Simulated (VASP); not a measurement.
Set up this calculation in VASP 6.6.1, as the native input.

```yaml
Task: single point
Functional: r2SCAN
Potentials_or_basis: VASP PAW PBE potentials, release 64 (Li_sv, Cl)
Cutoff: 520 eV
k_mesh: 8 × 8 × 8
Occupations: gaussian, width 0.05 eV
Spin: no spin polarisation
Dipole_correction: no
Further_INCAR_settings: ALGO = Normal; EDIFF = 1e-06; NBANDS = 12
```

The system is LiCl.

```
Li Cl
1.0
     0.00000    2.56476    2.56476
     2.53911    0.00000    2.56476
     2.53911    2.56476    0.00000
Li Cl
1 1
Direct
  0.00000 0.00000 0.00000
  0.50000 0.50000 0.50000
```

This cell differs from its parent crystal: strain -0.0100 x Voigt [1, 0, 0, 0, 0, 0].

These files were run (other wordings do the same):

POSCAR

```
LiCl
1.0
    0.0000000000      2.5647600000      2.5647600000
    2.5391124000      0.0000000000      2.5647600000
    2.5391124000      2.5647600000      0.0000000000
Li Cl
1 1
Direct
    0.0000000000      0.0000000000      0.0000000000
    0.5000000000      0.5000000000      0.5000000000
```

INCAR.step1

```
PREC = Accurate
ENCUT = 520
ISMEAR = 0
SIGMA = 0.05
LREAL = False
LASPH = True
NELM = 60
NBANDS = 12
GGA = PE
ALGO = Normal
EDIFF = 1E-4
LWAVE = True
LCHARG = False
```

INCAR.step2

```
PREC = Accurate
ENCUT = 520
EDIFF = 1E-6
ISMEAR = 0
SIGMA = 0.05
LREAL = False
LASPH = True
NELM = 60
ALGO = Normal
ISIF = 2
LWAVE = False
LCHARG = True
METAGGA = R2SCAN
LMIXTAU = True
LELF = True
LVHAR = True
NBANDS = 12
ISTART = 1
```

KPOINTS

```
Automatic mesh
0
Gamma
  8 8 8
```

Potentials or basis: VASP PAW PBE potentials, release 64 (Li_sv, Cl).

The run is started by

```bash
$ cat potpaw_PBE.64/Li_sv/POTCAR potpaw_PBE.64/Cl/POTCAR > POTCAR
$ cp INCAR.step1 INCAR
$ mpirun -np 1 vasp_std > vasp.out
$ cp INCAR.step2 INCAR
$ mpirun -np 1 vasp_std > vasp.out
```

It gave:

| Item | Value |
| --- | --- |
| Band gap on the k mesh | 7.35 eV |

Caveat: the cell differs from its parent crystal (strain -0.0100 x Voigt [1, 0, 0, 0, 0, 0]).

It took 2.1 min on 1 thread of Intel(R) Xeon(R) Platinum 8175M CPU @ 2.50GHz (Skylake/Cascade Lake), with other jobs on the host, peak memory 0.17 GiB.
